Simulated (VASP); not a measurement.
Input of a VASP 6.6.1 run:

The input INCAR:

```
SYSTEM = TiGeSe4
  PREC = Accurate
  ENCUT = 520
  EDIFF = 1E-6
  ISMEAR = 0
  SIGMA = 0.1
  LREAL = .FALSE.
  LASPH = .TRUE.
  NELM = 150
  ALGO = Normal
  ISIF = 2
  LWAVE = .FALSE.
  LCHARG = .TRUE.
  ISPIN = 2
  MAGMOM = 1 0 0 0 0 0
  LORBIT = 11
  LMAXMIX = 4
  GGA = PE
  LELF = .TRUE.
  LVHAR = .TRUE.
  NBANDS = 38
```

KPOINTS

```
regular mesh
0
G
  6 6 2
  0 0 0
```

POSCAR

```
TiGeSe4
1.0
    3.2589189344      0.0000000000      0.0000000000
    0.0000000000      3.2589189344      0.0000000000
    0.0000000000      0.0000000000     11.6706388588
Ti Ge Se
1 1 4
Direct
    0.5000000000      0.5000000000      0.5000000000
    0.0000000000      0.0000000000      0.0000000000
    0.5000000000      0.5000000000      0.1496225251
    0.0000000000      0.0000000000      0.6244133887
    0.0000000000      0.0000000000      0.3755866113
    0.5000000000      0.5000000000      0.8503774749
```

Potentials or basis: VASP PAW PBE potentials, release 64 (Ti_sv, Ge_d, Se).

Launch:

```sh
$ cat potpaw_PBE.64/Ti_sv/POTCAR potpaw_PBE.64/Ge_d/POTCAR potpaw_PBE.64/Se/POTCAR > POTCAR
$ mpirun -np 1 vasp_std > vasp.out
```

Task: Estimate the pressure.

Result: 0.0 GPa.

Task: Estimate the largest force.

Result: 0.013 eV/Å.

Task: Estimate the net moment.

Result: 0.00 μB per cell.

Forces in eV/Å, atoms in the order of the input:
```
Ti   0.000  0.000  0.000
Ge   0.000  0.000  0.000
Se   0.000  0.000 -0.005
Se   0.000  0.000  0.013
Se   0.000  0.000 -0.013
Se   0.000  0.000  0.005
```
